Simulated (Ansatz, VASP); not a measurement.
# One calculation of FeCo, two programs

```xyz
2
Lattice="2.8570 0.0000 0.0000 0.0000 2.8570 0.0000 0.0000 0.0000 2.8570" Properties=species:S:1:pos:R:3 pbc="T T T"
Fe    1.4285    1.4285    1.4285
Co    0.0000    0.0000    0.0000
```

Alike in both runs: task single point; functional PBE; k mesh 16 × 16 × 16; occupations gaussian, width 0.05 eV; no spin polarisation.

|  | VASP | Ansatz |
| --- | --- | --- |
| version | VASP 6.6.1 | Ansatz 0.2.0 |
| potentials or method | VASP PAW PBE potentials, release 64 (Fe, Co), cutoff 600 eV | scalar-relativistic, plane waves, PAW |
| valence electrons in the cell | 17 | 33 |

|  | VASP | Ansatz | Ansatz less VASP |
| --- | --- | --- | --- |
| gap on the k mesh at the Fermi level (eV) | none | none | - |
| pressure (GPa) | -20.9 | -20.6 | +0.23 |

A gap of «none» marks a metal or a gap that the smearing closes. With one functional, cell and mesh, what is left measures potentials, basis and numerics. VASP's potentials hold 17 valence electrons a cell and Ansatz's 33, so a difference there can come from the potentials and not from the codes.
